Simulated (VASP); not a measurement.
# NaOs12 (a cell with a defect) in VASP: notebook

NaOs12 (a cell with a defect) is run at these levels: LDA; tasks: single point.

All numbers are computed with VASP 6.6.1; they aren't measurements. Logs are shortened: lines on timing, memory, paths and dates and some standing lists are left out, and cuts for length are marked.

## Step 1: The cell of the first run

The cell holds a defect, 13 atoms: a = 5.480 Å, b = 8.220 Å, c = 4.326 Å, α = 90.00°, β = 90.00°, γ = 120.00°.

## Step 2: Single point, LDA

File INCAR:

```
ALGO     = Normal         # electronic algorithm
EDIFF    = 1E-6           # SCF threshold, eV
ENCUT    = 520            # plane-wave cutoff, eV
GGA_COMPAT= False        
ISIF     = 2              # what is computed and relaxed
ISMEAR   = 0              # smearing method
LASPH    = True           # aspherical terms in the spheres
LCHARG   = True           # write CHGCAR
LELF     = True           # ELF
LREAL    = False          # projectors in reciprocal space
LVHAR    = True         
LWAVE    = False          # write WAVECAR
NBANDS   = 64             # bands
NELM     = 120            # most SCF steps
PREC     = Accurate       # precision mode
SIGMA    = 0.05           # smearing width, eV
```

File KPOINTS:

```
k-points
0
Gamma
  4 3 4
```

File POSCAR:

```
NaOs12
1.0
    5.4800000000      0.0000000000      0.0000000000
   -4.1100000000      7.1187290000      0.0000000000
    0.0000000000      0.0000000000      4.3264600000
Os Na
12 1
Direct
   -0.0165289598     -0.0028734062     -0.0285073709
    0.1453479646      0.2378676025      0.5134084217
    0.0126516547      0.3423481917      0.0130337505
    0.1986061277      0.5626772701      0.4896767796
   -0.0126405635      0.6559352098      0.0283354059
    0.0938717171      0.8211630194      0.5465951378
    0.5101902352     -0.0015845525     -0.0651537285
    0.7388358616      0.2820913677      0.5284451954
    0.4941498048      0.3406335597     -0.0124085280
    0.6372879663      0.5474284806      0.4897237002
    0.5105842823      0.6763364640     -0.0026111417
    0.6674733959      0.8973054038      0.4717852471
    0.3512065347      0.0778987373      0.3596168692
```

Potentials or basis: VASP PAW LDA potentials, release 64 (Os, Na_pv).

Command:

```
> cat potpaw_LDA.64/Os/POTCAR potpaw_LDA.64/Na_pv/POTCAR > POTCAR
> mpirun -np 1 vasp_std > vasp.out
```

OUTCAR:

```text
EDIFF = 1E-6
   ENCUT = 520
   ISIF = 2
   ISMEAR = 0
   LASPH = True
   LREAL = False
   NELM = 120
   PREC = Accurate

 ion  position               nearest neighbor table
   1  0.983  0.997  0.971-  13 2.45   6 2.59   7 2.60  11 2.62   2 2.62  12 2.63  12 2.63   3 2.77
                             9 2.81   5 2.83   7 2.89   2 2.91   6 3.09
   2  0.145  0.238  0.513-  13 2.22   8 2.43   4 2.54   3 2.56   3 2.56   1 2.62  10 2.63   9 2.64
                            12 2.72   9 2.82   1 2.91   8 3.09   6 3.30
   3  0.013  0.342  0.013-   8 2.48   2 2.56   2 2.56   4 2.59   8 2.59   9 2.65   5 2.65  11 2.74
                             4 2.76   1 2.77   7 2.81   9 2.84
   4  0.199  0.563  0.490-   8 2.43  10 2.47   6 2.47   2 2.54   3 2.59  11 2.60   5 2.61  11 2.65
                            12 2.67   3 2.76   5 2.87  10 3.02
   5  0.987  0.656  0.028-   6 2.40   6 2.53  10 2.60   4 2.61   3 2.65   9 2.65  11 2.70  11 2.79
                             1 2.83  10 2.86   7 2.87   4 2.87
   6  0.094  0.821  0.547-  13 2.03   5 2.40  10 2.40   4 2.47   5 2.53   1 2.59   7 2.61  12 2.72
                            12 2.90   1 3.09   2 3.30   7 3.32
   7  0.510  0.998  0.935-  13 2.27  12 2.48   1 2.60   6 2.61  11 2.66   8 2.68  12 2.75   3 2.81
                            13 2.82   9 2.87   5 2.87   1 2.89   8 3.27   6 3.32
   8  0.739  0.282  0.528-  13 2.07   4 2.43   2 2.43   3 2.48  10 2.51   9 2.57   3 2.59   7 2.68
                             9 2.85  12 3.00   2 3.09   7 3.27
   9  0.494  0.341  0.988-  13 2.49   8 2.57  10 2.61  10 2.63   2 2.64   3 2.65   5 2.65  11 2.72
                             1 2.81   2 2.82   3 2.84   8 2.85   7 2.87
  10  0.637  0.547  0.490-   6 2.40   4 2.47   8 2.51   5 2.60   9 2.61  11 2.62   9 2.63   2 2.63
                            11 2.68  12 2.80   5 2.86   4 3.02
  11  0.511  0.676  0.997-  12 2.59   4 2.60   1 2.62  10 2.62   4 2.65   7 2.66  10 2.68   5 2.70
                             9 2.72   3 2.74  12 2.77   5 2.79
  12  0.667  0.897  0.472-   7 2.48  11 2.59   1 2.63   1 2.63   4 2.67   2 2.72   6 2.72   7 2.75
                            11 2.77  10 2.80  13 2.83   6 2.90   8 3.00
  13  0.351  0.078  0.360-   6 2.03   8 2.07   2 2.22   7 2.27   1 2.45   9 2.49   7 2.82  12 2.83

  LATTYP: Found a simple monoclinic cell.
 ALAT       =     5.4800000000
 B/A-ratio  =     0.7895000000
 C/A-ratio  =     1.3228756879
 COS(beta)  =    -0.1889822319

  Lattice vectors:

 A1 = (   5.4800000000,   0.0000000000,   0.0000000000)
 A2 = (   0.0000000000,   0.0000000000,   4.3264600000)
 A3 = (  -1.3700000000,  -7.1187290000,   0.0000000000)

Analysis of symmetry for initial positions (statically):
=====================================================================
 Subroutine PRICEL returns:
 Original cell was already a primitive cell.

 Routine SETGRP: Setting up the symmetry group for a
[... 163 lines left out ...]
  volume/ion in A,a.u.               =      12.98        87.61
  Fermi-wavevector in a.u.,A,eV,Ry     =   1.388615  2.624103 26.235474  1.928253
  Thomas-Fermi vector in A             =   2.512725
   LORBIT       =      0    0 simple, 1 ext, 2 COOP (PROOUT), +10 PAW based schemes
   GGA     = CA    functional components
   LHFCALC =     F    Hartree Fock is set to
   AEXX    =    0.0000 exact exchange contribution
   IVDW    =     0    specifies the selected vdW correction
   LEPSILON=     F    determine dielectric tensor
   LRPA    =     F    only Hartree local field effects (RPA)
 non-spin polarized calculation
 Gauss-broadening in eV      SIGMA  =   0.05
  energy-cutoff  :      520.00
  volume of cell :      168.78
 maximum number of plane-waves:      4560
 NGX is ok and might be reduce to    42
   NGX = 21   NGY = 31   NGZ = 17

 number of electron     102.9999997 magnetization

 Free energy of the ion-electron system (eV)
  ---------------------------------------------------
  ext. energy  EPLUGINS =         0.00000000
  ---------------------------------------------------
  free energy    TOTEN  =      -140.86943052 eV

  energy without entropy =     -140.86298667  energy(sigma->0) =     -140.86620859

 E-fermi :  10.0792     XC(G=0): -14.3264

 val. band max:       10.0679745758   @ k =   0.2500   0.0000   0.2500
 cond. band min:      10.0839950753   @ k =   0.0000   0.3333   0.5000
 fundamental gap:      0.0160204995
 Fermi energy:        10.0792302823

 k-point     1 :       0.0000    0.0000    0.0000
  band No.  band energies     occupation
      1     -15.6394      2.00000
      2     -15.2890      2.00000
      3     -15.2199      2.00000
      4      -1.0634      2.00000
      5       1.8881      2.00000
      6       2.0003      2.00000
[... 1573 lines left out ...]
     62      11.8763      0.00000
     63      11.9339      0.00000

 [... further k-points ...]

 [bands above 63 left out]

------------------------ aborting loop because EDIFF is reached ----------------------------------------

  FORCE on cell =-STRESS in cart. coord.  units (eV):
  Direction    XX          YY          ZZ          XY          YZ          ZX
  --------------------------------------------------------------------------------------
  -------------------------------------------------------------------------------------
  Total       37.8490973     43.1979229     34.0055948      6.0486995      0.4103347     -2.4011985
  in kB      359.2943572    410.0697523    322.8087120     57.4191662      3.8952296    -22.7941258
  external PRESSURE =     364.0576071 kB  Pullay stress =       0.0000000 kB

 VOLUME and BASIS-vectors are now :
 -----------------------------------------------------------------------------
  energy-cutoff  :      520.00
  volume of cell :      168.78
      direct lattice vectors                 reciprocal lattice vectors
     5.480000000  0.000000000  0.000000000     0.182481752  0.105355886  0.000000000
    -4.110000000  7.118729000  0.000000000     0.000000000  0.140474514  0.000000000
     0.000000000  0.000000000  4.326460000     0.000000000  0.000000000  0.231135848

 POSITION                                       TOTAL-FORCE (eV/Angst)
 -----------------------------------------------------------------------------------
      1.29123      7.09827      4.20312        -0.165487     -0.009220     -0.148106
     -0.18113      1.69332      2.22124         0.136926     -0.056476      0.238805
     -1.33772      2.43708      0.05639        -0.044679     -0.025437      0.230827
     -1.22424      4.00555      2.11857        -0.064510     -0.010964      0.081184
      2.71484      4.66943      0.12259         0.015577      0.118028      0.297638
     -2.86056      5.84564      2.36482         0.034541      0.254307      0.445343
     -1.30765      7.10745      4.04457         0.114339     -0.078558     -0.428030
      2.88943      2.00813      2.28630        -0.148330     -0.256040      0.319698
      1.30794      2.42488      4.27277        -0.009404      0.153413      0.023384
      1.24241      3.89700      2.11877         0.035330      0.066254      0.057361
      0.01826      4.81466      4.31516        -0.013515      0.019857      0.110536
     -0.03017      6.38767      2.04116         0.029021      0.039295     -0.156175
      1.60445      0.55454      1.55587         0.080189     -0.214461     -1.072467
 -----------------------------------------------------------------------------------
    total drift:                               -0.000378      0.000275      0.000007

  FREE ENERGIE OF THE ION-ELECTRON SYSTEM (eV)
  ---------------------------------------------------
  free  energy   TOTEN  =      -140.8694305170 eV

  energy  without entropy=     -140.8629866728  energy(sigma->0) =     -140.86620859
```

stdout:

```text
POSCAR found type information on POSCAR OsNa
 POSCAR found :  2 types and      13 ions
 scaLAPACK will be used
 LDA part: xc-table for (Slater(with rela. corr.)+CA(PZ))
 , standard interpolation
 POSCAR, INCAR and KPOINTS ok, starting setup
 FFT: planning ... GRIDC
 FFT: planning ... GRID_SOFT
 FFT: planning ... GRID
 WAVECAR not read
 entering main loop
```

Run time: 15 min. Hardware: 1 thread of Intel Xeon 8259CL, shared host; peak memory 0.36 GiB.

What came out:

```
Free energy            : -140.8694 eV
Pressure               : 36.4 GPa
Largest force          : 1.097 eV/Å
Band gap on the k mesh : zero (an odd number of electrons rules out a gap without spin polarisation)
```

Forces in eV/Å, atoms in the order of the input:
```
Os  -0.165 -0.009 -0.148
Os   0.137 -0.056  0.239
Os  -0.045 -0.025  0.231
Os  -0.065 -0.011  0.081
Os   0.016  0.118  0.298
Os   0.035  0.254  0.445
Os   0.114 -0.079 -0.428
Os  -0.148 -0.256  0.320
Os  -0.009  0.153  0.023
Os   0.035  0.066  0.057
Os  -0.014  0.020  0.111
Os   0.029  0.039 -0.156
Na   0.080 -0.214 -1.072
```

Stress tensor (GPa, compression positive):
```
35.93  5.74 -2.28
 5.74 41.01  0.39
-2.28  0.39 32.28
```

Levels at points of the mesh, in eV from the Fermi level:
```
           k point  band 48  band 49  band 50  band 51  band 52  band 53  band 54  band 55
(0.00, 0.00, 0.00)    -1.00    -0.50    -0.42     0.03     0.34     0.42     0.62     0.81
(0.50, 0.00, 0.00)    -1.15    -0.94    -0.88    -0.77    -0.49    -0.24     0.09     0.36
(0.00, 0.00, 0.50)    -0.90    -0.52    -0.32    -0.07     0.15     0.34     0.48     0.84
(0.50, 0.00, 0.50)    -1.28    -0.89    -0.76    -0.62     0.18     0.21     0.36     0.58
```

Caveat: the k points lie up to 0.36 Å⁻¹ apart, too coarse for converged energies and pressures of a metal; atoms lie so close that the PAW spheres overlap strongly, which falsifies energies and pressures; spin-orbit coupling is left out, which moves the levels of the heavy elements.

## Step 3: Single point, LDA

File INCAR:

```
PREC = Accurate
ENCUT = 520
EDIFF = 1E-6
ISMEAR = 0
SIGMA = 0.05
LREAL = F
LASPH = T
NELM = 120
ALGO = Normal
ISIF = 2
LWAVE = F
LCHARG = T
LELF = T
LVHAR = T
NBANDS = 64
GGA_COMPAT = F
```

File KPOINTS:

```
Automatic mesh
0
Gamma
  4 3 4
```

File POSCAR:

```
NaOs12
1.0
    5.4800000000      0.0000000000      0.0000000000
   -4.1100000000      7.1187290000      0.0000000000
    0.0000000000      0.0000000000      4.3264600000
Os Na
12 1
Direct
   -0.0099825533     -0.0028356185     -0.0151280724
    0.1407652750      0.2397315588      0.5070145107
    0.0150073320      0.3427642772      0.0060897362
    0.2031689638      0.5638647011      0.4908255248
   -0.0147122359      0.6534703035      0.0171059018
    0.0898440900      0.8146707088      0.5282288522
    0.5087147696      0.0011303984     -0.0331522769
    0.7473114354      0.2883743713      0.5147360660
    0.4916488706      0.3357880318     -0.0082892249
    0.6359714001      0.5464881442      0.4924120413
    0.5122849845      0.6770580816     -0.0015303504
    0.6654148314      0.8966190453      0.4874148842
    0.3492161381      0.0828477949      0.4311152767
```

Potentials or basis: VASP PAW LDA potentials, release 64 (Os, Na_pv).

Command:

```
> cat potpaw_LDA.64/Os/POTCAR potpaw_LDA.64/Na_pv/POTCAR > POTCAR
> mpirun -np 1 vasp_std > vasp.out
```

Run time: 14 min. Hardware: 1 thread of Intel Xeon 8259CL, shared host; peak memory 0.35 GiB.

Results (log left out):

```
Free energy            : -140.2073 eV
Pressure               : 36.6 GPa
Largest force          : 1.230 eV/Å
Band gap on the k mesh : zero (an odd number of electrons rules out a gap without spin polarisation)
```

Forces on the atoms (eV/Å):
```
Os  -0.077 -0.009 -0.191
Os   0.051 -0.051  0.284
Os  -0.005 -0.028  0.258
Os  -0.017  0.030 -0.069
Os   0.013  0.089  0.466
Os   0.055  0.233  0.691
Os   0.042 -0.048 -0.545
Os  -0.159 -0.216  0.411
Os  -0.021  0.058 -0.050
Os   0.028  0.071 -0.030
Os   0.013  0.033  0.110
Os   0.018  0.039 -0.123
Na   0.060 -0.202 -1.212
```

Stress tensor (GPa, compression positive):
```
41.07  6.00 -1.45
 6.00 46.90 -0.58
-1.45 -0.58 21.68
```

Levels at points of the mesh, in eV from the Fermi level:
```tsv
k point	band 48	band 49	band 50	band 51	band 52	band 53	band 54	band 55
(0.00, 0.00, 0.00)	-0.93	-0.35	-0.28	0.15	0.29	0.52	0.71	0.74
(0.50, 0.00, 0.00)	-1.25	-0.97	-0.84	-0.69	-0.44	-0.28	0.12	0.38
(0.00, 0.00, 0.50)	-0.76	-0.63	-0.34	-0.23	0.14	0.32	0.52	0.81
(0.50, 0.00, 0.50)	-1.18	-0.93	-0.82	-0.60	0.17	0.28	0.44	0.65
```

Caveat: the k points lie up to 0.36 Å⁻¹ apart, too coarse for converged energies and pressures of a metal; atoms lie so close that the PAW spheres overlap strongly, which falsifies energies and pressures; spin-orbit coupling is left out, which moves the levels of the heavy elements.

The gap in the log of VASP goes by the Fermi energy; the results here count the filled bands.